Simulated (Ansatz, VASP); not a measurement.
# Two plane-wave programs on ZnSe

The input POSCAR:

```
ZnSe
1.0
    0.0000000000      2.8338000000      2.8338000000
    2.8338000000      0.0000000000      2.8338000000
    2.8338000000      2.8338000000      0.0000000000
Se Zn
1 1
Direct
    0.7500000000      0.7500000000      0.7500000000
    0.0000000000      0.0000000000      0.0000000000
```

Contents of INCAR.step1:

```
SYSTEM = ZnSe
PREC = Accurate ; ENCUT = 520
EDIFF = 1E-5 ; ISMEAR = -1
SIGMA = 0.05 ; LREAL = .FALSE.
LASPH = .TRUE. ; NELM = 80
ALGO = Normal ; ISIF = 2
LWAVE = .TRUE. ; LCHARG = .FALSE.
GGA = PE ; NBANDS = 16
```

Contents of INCAR.step2:

```
SYSTEM = ZnSe
PREC = Accurate ; ENCUT = 520
EDIFF = 1E-6 ; ISMEAR = -1
SIGMA = 0.05 ; LREAL = .FALSE.
LASPH = .TRUE. ; NELM = 80
ALGO = Normal ; ISIF = 2
LWAVE = .FALSE. ; LCHARG = .FALSE.
METAGGA = R2SCAN ; LHFCALC = .TRUE.
AEXX = 0.1 ; LMIXTAU = .TRUE.
PRECFOCK = Normal ; ISTART = 1
NBANDS = 16
```

KPOINTS

```
regular mesh
0
G
  4 4 4
  0 0 0
```

File input.yaml:

```yaml
crystal:
  lattice:
    - [0.0, 2.8338, 2.8338]
    - [2.8338, 0.0, 2.8338]
    - [2.8338, 2.8338, 0.0]
  atoms:
    - { symbol: Se, position: [0.75, 0.75, 0.75] }
    - { symbol: Zn, position: [0.0, 0.0, 0.0] }
hamiltonian:
  xc: r2scanh
  pseudopotentials: { kind: paw }
kpoints:
  mp_grid: { grid: [4, 4, 4] }
  band_path:
    path:
      - [[0.0, 0.0, 0.0], [0.5, 0.0, 0.5], [0.5, 0.25, 0.75], [0.375, 0.375, 0.75], [0.0, 0.0, 0.0], [0.5, 0.5, 0.5], [0.625, 0.25, 0.625], [0.5, 0.25, 0.75], [0.5, 0.5, 0.5], [0.375, 0.375, 0.75]]
      - [[0.625, 0.25, 0.625], [0.5, 0.0, 0.5]]
    npoints: 4
scf:
  occupations: { method: fermi_dirac, width: 0.05 }
  n_extra_bands: 6
output:
  forces: true
  stress: true
  eigenvalues: true
  fatbands: false
```

Alike in both runs: functional r2SCANh; k mesh 4 × 4 × 4; occupations fermi-dirac, width 0.05 eV; no spin polarisation.

```csv
,VASP,Ansatz
version,VASP 6.6.1,Ansatz 0.2.0
potentials or method,"VASP PAW PBE potentials, release 64 (Se, Zn)",Ansatz PAW
plane-wave cutoff (eV),520,500
valence electrons in the cell,18,28
task,single point,band structure
```

Ansatz gave:

```
gap on the k mesh at the Fermi level (eV) : 2.49
least direct gap on the mesh (eV)         : 2.49
pressure (GPa)                            : 0.2
```

Problem. Which values does VASP return?

Solution. gap on the k mesh at the Fermi level (eV): 2.51; least direct gap on the mesh (eV): 2.51; pressure (GPa): 0.2.

VASP's potentials were made for PBE, not for r2SCANh. VASP's potentials hold 18 valence electrons a cell and Ansatz's 28, so a difference there can come from the potentials and not from the codes.

The k mesh is coarse, so the values compare programs but aren't converged.
